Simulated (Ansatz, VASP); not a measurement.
# CdI2: VASP beside Ansatz

```
Cd I
1.0
     4.24400    0.00000    0.00000
    -2.12200    3.67541    0.00000
     0.00000    0.00000    6.85900
Cd I
1 2
Cartesian
  0.0000 0.0000 0.0000
  0.0000 2.4503 1.7093
  2.1220 1.2251 5.1497
```

Alike in both runs: task single point; functional PBE; dispersion D3(BJ); k mesh 9 × 9 × 4; occupations gaussian, width 0.05 eV; no spin polarisation.

```csv
,VASP,Ansatz
version,VASP 6.6.1,Ansatz 0.2.0
potentials or method,"VASP PAW PBE potentials, release 64 (Cd, I), cutoff 500 eV","scalar-relativistic, plane waves, PAW"
valence electrons in the cell,26,54
```

Ansatz gave:

* gap on the k mesh at the Fermi level (eV): 2.41
* least direct gap on the mesh (eV): 2.63
* pressure (GPa): 0.3
* traceless stress, the component that is largest in VASP (GPa): 0.10
* rms of the force components (eV/Å): 0.058

Question: What did VASP give for the same quantities?

Answer: gap on the k mesh at the Fermi level (eV): 2.40; least direct gap on the mesh (eV): 2.61; pressure (GPa): 0.4; traceless stress, the component that is largest in VASP (GPa): 0.09; rms of the force components (eV/Å): 0.068.

Atom by atom the forces differ by 0.010 eV/Å (rms over components). VASP's potentials hold 26 valence electrons a cell and Ansatz's 54, so a difference there can come from the potentials and not from the codes.

Spin-orbit coupling is off throughout.
